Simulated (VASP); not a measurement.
## Tl2FeH6: single point with PBE

The system is Tl2FeH6.

```
H Fe Tl
1.0
     0.00000    3.51112    3.51112
     3.51112    0.00000    3.51112
     3.51112    3.51112    0.00000
H Fe Tl
6 1 2
Cartesian
  1.6994 3.5111 3.5111
  3.5111 1.6994 3.5111
  5.3229 3.5111 3.5111
  3.5111 5.3229 3.5111
  3.5111 3.5111 1.6994
  3.5111 3.5111 5.3229
  0.0000 0.0000 0.0000
  1.7556 1.7556 1.7556
  5.2667 5.2667 5.2667
```

- Program: VASP 6.6.1
- Task: single point
- Functional: PBE
- Potentials or basis: VASP PAW PBE potentials, release 64 (H, Fe, Tl_d)
- Cutoff: 520 eV
- k mesh: 5 × 5 × 5, shifted
- Occupations: fermi-dirac, width 0.1 eV
- Spin: no spin polarisation
- Dipole correction: no
- Further INCAR settings: ALGO = Normal; EDIFF = 1e-06; NBANDS = 30; ISYM = 0

The pressure is 1.2 GPa and the largest force is 0.836 eV/Å. The band gap on the k mesh is zero (band 20 reaches 5.26 eV, above the bottom of band 21 at 5.12 eV).

Forces in eV/Å, atoms in the order of the input:
```
H   -0.836  0.000  0.000
H    0.000 -0.836  0.000
H    0.836  0.000  0.000
H    0.000  0.836  0.000
H    0.000  0.000 -0.836
H    0.000  0.000  0.836
Fe   0.000  0.000  0.000
Tl   0.000  0.000  0.000
Tl   0.000  0.000  0.000
```

Levels at points of the mesh, in eV from the Fermi level:
| k point | band 17 | band 18 | band 19 | band 20 | band 21 | band 22 | band 23 | band 24 |
| --- | --- | --- | --- | --- | --- | --- | --- | --- |
| (0.50, 0.50, 0.50) | -2.66 | -1.30 | -1.30 | -1.14 | 0.02 | 1.54 | 1.54 | 4.58 |
| (0.50, 0.00, 0.00) | -2.66 | -1.30 | -1.30 | -1.14 | 0.02 | 1.54 | 1.54 | 4.58 |
| (0.00, 0.00, 0.50) | -2.66 | -1.30 | -1.30 | -1.14 | 0.02 | 1.54 | 1.54 | 4.58 |
| (0.00, 0.50, 0.00) | -2.66 | -1.30 | -1.30 | -1.14 | 0.02 | 1.54 | 1.54 | 4.58 |

Run time: 12 min on 1 thread of Oxide Virtual Turin-like Processor, on a shared host, peak memory 0.66 GiB.

Caveat: spin-orbit coupling is left out, which moves the levels of the heavy elements. Spin polarisation is off, so any magnetic state and its effect on volume and gap are missing.
